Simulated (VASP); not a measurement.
# GaN in VASP: notebook, part 2 of 2

VASP 6.6.1. The steps go on from the part before.

### 3 Single point, r2SCAN

The COD entry that gives the cell may itself be a prediction, so a difference from it is no test against experiment.

POSCAR

```
GaN
1.0
    3.1215510000      0.0000000000      0.0000000000
   -1.5607760000      2.7033470000      0.0000000000
    0.0000000000      0.0000000000      5.0851720000
Ga N
2 2
Direct
    0.6667000000      0.3333000000      0.0000000000
    0.3334000000      0.6667000000      0.5000000000
    0.6667000000      0.3333000000      0.3770000000
    0.3334000000      0.6667000000      0.8770000000
```

INCAR.step1

```
ALGO     = Normal         # electronic algorithm
EDIFF    = 1E-4           # SCF threshold, eV
ENCUT    = 520            # plane-wave cutoff, eV
GGA      = PE             # functional
ISMEAR   = -5             # smearing method
LASPH    = True           # aspherical terms in the spheres
LCHARG   = False          # write CHGCAR
LREAL    = False          # projectors in reciprocal space
LWAVE    = True           # write WAVECAR
NBANDS   = 26             # bands
NELM     = 80             # most SCF steps
PREC     = Accurate       # precision mode
SIGMA    = 0.1            # smearing width, eV
```

INCAR.step2

```
ALGO     = Normal         # electronic algorithm
EDIFF    = 1E-6           # SCF threshold, eV
ENCUT    = 520            # plane-wave cutoff, eV
ISIF     = 2              # what is computed and relaxed
ISMEAR   = -5             # smearing method
ISTART   = 1            
LASPH    = True           # aspherical terms in the spheres
LCHARG   = False          # write CHGCAR
LMIXTAU  = True         
LREAL    = False          # projectors in reciprocal space
LWAVE    = False          # write WAVECAR
METAGGA  = R2SCAN         # meta-GGA
NBANDS   = 26             # bands
NELM     = 80             # most SCF steps
PREC     = Accurate       # precision mode
SIGMA    = 0.1            # smearing width, eV
```

KPOINTS

```
k-points
0
Gamma
  10 10 6
```

Potentials or basis: VASP PAW PBE potentials, release 64 (Ga_d, N).

On the command line:

```console
cat potpaw_PBE.64/Ga_d/POTCAR potpaw_PBE.64/N/POTCAR > POTCAR
cp INCAR.step1 INCAR
mpirun -np 1 vasp_std > vasp.out
cp INCAR.step2 INCAR
mpirun -np 1 vasp_std > vasp.out
```

OUTCAR:

```text
EDIFF = 1E-6
   ENCUT = 520
   ISIF = 2
   ISMEAR = -5
   ISTART = 1
   LASPH = True
   LREAL = False
   METAGGA = R2SCAN
   NELM = 80
   PREC = Accurate

 ion  position               nearest neighbor table
   1  0.667  0.333  0.000-   4 1.91   4 1.91   4 1.91   3 1.92
   2  0.333  0.667  0.500-   3 1.91   3 1.91   3 1.91   4 1.92
   3  0.667  0.333  0.377-   2 1.91   2 1.91   2 1.91   1 1.92
   4  0.333  0.667  0.877-   1 1.91   1 1.91   1 1.91   2 1.92

  LATTYP: Found a hexagonal cell.
 ALAT       =     3.1215510000
 C/A-ratio  =     1.6290529932

  Lattice vectors:

 A1 = (   3.1215510000,   0.0000000000,   0.0000000000)
 A2 = (  -1.5607760000,   2.7033470000,   0.0000000000)
 A3 = (   0.0000000000,   0.0000000000,   5.0851720000)

Analysis of symmetry for initial positions (statically):
=====================================================================
 Subroutine PRICEL returns:
 Original cell was already a primitive cell.

 Routine SETGRP: Setting up the symmetry group for a
 hexagonal supercell.

 Subroutine GETGRP returns: Found  4 space group operations
 (whereof  1 operations were pure point group operations)
 out of a pool of 24 trial point group operations.

The static configuration has the point symmetry C_1 .
 The point group associated with its full space group is C_2v.

Analysis of symmetry for dynamics (positions and initial velocities):
=====================================================================
 Subroutine PRICEL returns:
 Original cell was already a primitive cell.

 Routine SETGRP: Setting up the symmetry group for a
 hexagonal supercell.

 Subroutine GETGRP returns: Found  4 space group operations
 (whereof  1 operations were pure point group operations)
 out of a pool of 24 trial point group operations.

The dynamic configuration has the point symmetry C_1 .
 The point group associated with its full space group is C_2v.

 Subroutine INISYM returns: Found  4 space group operations
 (whereof  1 operations are pure point group operations),
 and found     1 'primitive' translations

----------------------------------------------------------------------------------------

                                     Primitive cell

  volume of cell :      42.9119

  direct lattice vectors                    reciprocal lattice vectors
     3.121551000  0.000000000  0.000000000     0.320353568  0.184955968  0.000000000
    -1.560776000  2.703347000  0.000000000     0.000000000  0.369911817  0.000000000
     0.000000000  0.000000000  5.085172000     0.000000000  0.000000000  0.196650182

  length of vectors
     3.121551000  3.121555177  5.085172000     0.369912312  0.369911817  0.196650182

  position of ions in fractional coordinates (direct lattice)
     0.666700000  0.333300000  0.000000000
     0.333400000  0.666700000  0.500000000
     0.666700000  0.333300000  0.377000000
     0.333400000  0.666700000  0.877000000

  ion indices of the primitive-cell ions
   primitive index   ion index
                 1           1
                 2           2
                 3           3
                 4           4

----------------------------------------------------------------------------------------

 KPOINTS: k-points

Automatic generation of k-mesh.
 Grid dimensions read from file:
 generate k-points for:   10   10    6

 Generating k-lattice:

  Cartesian coordinates                     Fractional coordinates (reciprocal lattice)
     0.032035357  0.018495597  0.000000000     0.100000000  0.000000000  0.000000000
     0.000000000  0.036991182  0.000000000     0.000000000  0.100000000  0.000000000
     0.000000000  0.000000000  0.032775030     0.000000000  0.000000000  0.166666667

  Length of vectors
     0.036991231  0.036991182  0.032775030

  Shift w.r.t. Gamma in fractional coordinates (k-lattice)
     0.000000000  0.000000000  0.000000000

 TETIRR: Found   1530 inequivalent tetrahedra from     3600

 Subroutine IBZKPT returns following result:
 ===========================================

 Found    124 irreducible k-points:

 Following reciprocal coordinates:
            Coordinates               Weight
  0.000000  0.000000  0.000000      1.000000
  0.100000 -0.000000  0.000000      4.000000
  0.000000  0.100000  0.000000      2.000000
  0.200000 -0.000000  0.000000      4.000000
  0.000000  0.200000  0.000000      2.000000
  0.300000 -0.000000  0.000000      4.000000
[... 16 lines left out ...]
  0.200000  0.200000  0.000000      4.000000
 -0.400000  0.200000  0.000000      2.000000
 [... further k-points ...]
   k-points           NKPTS =    124   k-points in BZ     NKDIM =    124   number of bands    NBANDS=     26
   number of dos      NEDOS =    301   number of ions     NIONS =      4
   total plane-waves  NPLWV =  23040
   dimension x,y,z NGX =    24 NGY =   24 NGZ =   40
   dimension x,y,z NGXF=    48 NGYF=   48 NGZF=   80
   ions per type =               2   2
   NGX,Y,Z   is equivalent  to a cutoff of  12.78, 12.78, 13.08 a.u.
   NGXF,Y,Z  is equivalent  to a cutoff of  25.56, 25.56, 26.15 a.u.
 SYSTEM =  unknown system
   PREC   = accura    normal or accurate (medium, high low for compatibility)
   ISTART =      1    job   : 0-new  1-cont  2-samecut
   ICHARG =      0    charge: 1-file 2-atom 10-const
   ISPIN  =      1    spin polarized calculation?
   LNONCOLLINEAR =      F non collinear calculations
   LSORBIT =      F    spin-orbit coupling
   LASPH  =      T    aspherical Exc in radial PAW
   ENCUT  =  520.0 eV  38.22 Ry    6.18 a.u.   5.80  5.80  9.46*2*pi/ulx,y,z
   NELM   =     80;   NELMIN=  2; NELMDL=  0     # of ELM steps
   EDIFF  = 0.1E-05   stopping-criterion for ELM
   LREAL  =      F    real-space projection
   EDIFFG = 0.1E-04   stopping-criterion for IOM
   NSW    =      0    number of steps for IOM
   IBRION =     -1    ionic relax: 0-MD 1-quasi-New 2-CG
   NFREE  =      0    steps in history (QN), initial steepest desc. (CG)
   ISIF   =      2    stress and relaxation
   ISYM   =      2    0-nonsym 1-usesym 2-fastsym
   POTIM  = 0.5000    time-step for ionic-motion
   TEBEG  =    0.0;   TEEND  =   0.0 temperature during run
   PSTRESS=    0.0 pullay stress
   NELECT =      36.0000    total number of electrons
   NUPDOWN=      -1.0000    fix difference up-down
   EMIN   =  10.00;   EMAX   =-10.00  energy-range for DOS
   EFERMI =   0.00;   METHOD = LEGACY
   ISMEAR =    -5;   SIGMA  =   0.10  broadening in eV -4-tet -1-fermi 0-gaus
   EFERMI_NEDOS =   21; number of points for ismear=-14 and -15
   IALGO  =     38    algorithm
   IMIX   =      4    mixing-type and parameters
     AMIX     =   0.40;   BMIX     =  1.00
     AMIX_MAG =   1.60;   BMIX_MAG =  1.00
  volume/ion in A,a.u.               =      10.73        72.40
  Fermi-wavevector in a.u.,A,eV,Ry     =   1.544009  2.917753 32.435778  2.383962
  Thomas-Fermi vector in A             =   2.649590
   LORBIT       =      0    0 simple, 1 ext, 2 COOP (PROOUT), +10 PAW based schemes
   METAGGA = R2SCAN    functional components
   LHFCALC =     F    Hartree Fock is set to
   AEXX    =    0.0000 exact exchange contribution
   IVDW    =     0    specifies the selected vdW correction
   LEPSILON=     F    determine dielectric tensor
   LRPA    =     F    only Hartree local field effects (RPA)
 non-spin polarized calculation
 Fermi weights with tetrahedron method with Bloechl corrections
  energy-cutoff  :      520.00
  volume of cell :       42.91
 maximum number of plane-waves:      1182
   NGX = 11   NGY = 11   NGZ = 19

 number of electron      36.0000031 magnetization

 Free energy of the ion-electron system (eV)
  ---------------------------------------------------
  ext. energy  EPLUGINS =         0.00000000
  ---------------------------------------------------
  free energy    TOTEN  =       -43.70031302 eV

  energy without entropy =      -43.70031302  energy(sigma->0) =      -43.70031302

 E-fermi :   5.8380     XC(G=0): -13.0119

 val. band max:        5.7579024771   @ k =   0.0000   0.0000   0.0000
 cond. band min:       8.5055156009   @ k =   0.0000   0.0000   0.0000
 fundamental gap:      2.7476131238
 Fermi energy:         5.8380212551

 k-point     1 :       0.0000    0.0000    0.0000
  band No.  band energies     occupation
      1     -11.5800      2.00000
      2     -10.3966      2.00000
      3      -8.1271      2.00000
      4      -8.1105      2.00000
      5      -8.1104      2.00000
      6      -8.0291      2.00000
[... 18 lines left out ...]
     25      18.6994      0.00000
     26      18.7016      0.00000
[... 644 lines left out ...]
      4      -7.9863      2.00000
      5      -7.8991      2.00000
      6      -7.8678      2.00000
[... 18 lines left out ...]
     25      17.8331      0.00000
     26      21.0708      0.00000

 [... further k-points ...]
[... 5 lines left out ...]
  --------------------------------------------------------------------------------------
  -------------------------------------------------------------------------------------
  Total        3.8759600      3.8851929      3.7258892     -0.0000007      0.0000000      0.0000000
  in kB      144.7144806    145.0592029    139.1113734     -0.0000268      0.0000000      0.0000000
  external PRESSURE =     142.9616856 kB  Pullay stress =       0.0000000 kB

 VOLUME and BASIS-vectors are now :
 -----------------------------------------------------------------------------
  energy-cutoff  :      520.00
  volume of cell :       42.91
      direct lattice vectors                 reciprocal lattice vectors
     3.121551000  0.000000000  0.000000000     0.320353568  0.184955968  0.000000000
    -1.560776000  2.703347000  0.000000000     0.000000000  0.369911817  0.000000000
     0.000000000  0.000000000  5.085172000     0.000000000  0.000000000  0.196650182

 POSITION                                       TOTAL-FORCE (eV/Angst)
 -----------------------------------------------------------------------------------
      1.56093      0.90103      0.00000        -0.000000      0.002833      0.034111
      0.00016      1.80232      2.54259         0.000000     -0.002833      0.034111
      1.56093      0.90103      1.91711        -0.000000      0.002931     -0.034111
      0.00016      1.80232      4.45970         0.000000     -0.002931     -0.034111
 -----------------------------------------------------------------------------------
    total drift:                               -0.000011      0.000003      0.011316

  FREE ENERGIE OF THE ION-ELECTRON SYSTEM (eV)
  ---------------------------------------------------
  free  energy   TOTEN  =       -43.7003130162 eV

  energy  without entropy=      -43.7003130162  energy(sigma->0) =      -43.70031302
```

It took 7.5 min on 1 thread of Intel Xeon Platinum 8488C (Sapphire Rapids), shared host; peak memory 0.25 GiB.

Results:

| Item | Value |
| --- | --- |
| Free energy | -43.7003 eV |
| Pressure | 14.3 GPa |
| Largest force | 0.034 eV/Å |
| Band gap on the k mesh | 2.75 eV, direct |

Forces on the atoms (eV/Å):
```
Ga   0.000  0.003  0.034
Ga   0.000 -0.003  0.034
N    0.000  0.003 -0.034
N    0.000 -0.003 -0.034
```

Stress tensor (GPa, compression positive):
```
14.47  0.00  0.00
 0.00 14.51  0.00
 0.00  0.00 13.91
```

Levels at points of the mesh, in eV from the valence-band top:
| k point | band 14 | band 15 | band 16 | band 17 | band 18 | band 19 | band 20 | band 21 | band 22 | band 23 |
| --- | --- | --- | --- | --- | --- | --- | --- | --- | --- | --- |
| (0.00, 0.00, 0.00) | -1.14 | -1.14 | -0.04 | 0.00 | 0.00 | 2.75 | 5.22 | 10.32 | 10.95 | 10.95 |
| (0.50, 0.00, 0.00) | -5.62 | -4.57 | -3.05 | -2.41 | -1.11 | 5.76 | 6.42 | 6.78 | 9.87 | 11.38 |
| (0.00, 0.50, 0.00) | -5.62 | -4.57 | -3.05 | -2.41 | -1.11 | 5.76 | 6.42 | 6.78 | 9.87 | 11.38 |
| (0.00, 0.00, 0.50) | -4.04 | -0.58 | -0.58 | -0.58 | -0.58 | 5.16 | 5.16 | 9.51 | 9.51 | 11.46 |
| (0.50, 0.00, 0.50) | -7.05 | -2.16 | -2.16 | -2.08 | -2.08 | 5.08 | 5.08 | 8.79 | 8.79 | 11.16 |
| (0.00, 0.50, 0.50) | -7.05 | -2.16 | -2.16 | -2.08 | -2.08 | 5.08 | 5.08 | 8.80 | 8.80 | 11.16 |

Caveat: the PAW data sets were made with another functional, which shifts forces and pressure a little.
